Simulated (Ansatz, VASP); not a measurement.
## V in VASP and in Ansatz

```
CELL_PARAMETERS angstrom
-1.48868 1.48868 1.48868
1.48868 -1.48868 1.48868
1.48868 1.48868 -1.48868
ATOMIC_POSITIONS crystal
V 0.00000 0.00000 0.00000
```

Alike in both runs: task single point; functional PBE; k mesh 11 × 11 × 11; occupations fermi-dirac, width 0.05 eV; collinear spin.

|  | VASP | Ansatz |
| --- | --- | --- |
| version | VASP 6.6.1 | Ansatz 0.2.0 |
| potentials or method | VASP PAW PBE potentials, release 64 (V_sv), cutoff 520 eV | plane waves, PAW |
| valence electrons in the cell | 13 | 13 |

```tsv
	VASP	Ansatz	Ansatz less VASP
net moment per atom (μB)	0.00	0.00	0.000
```

Ansatz's warnings: seeded moment not kept.
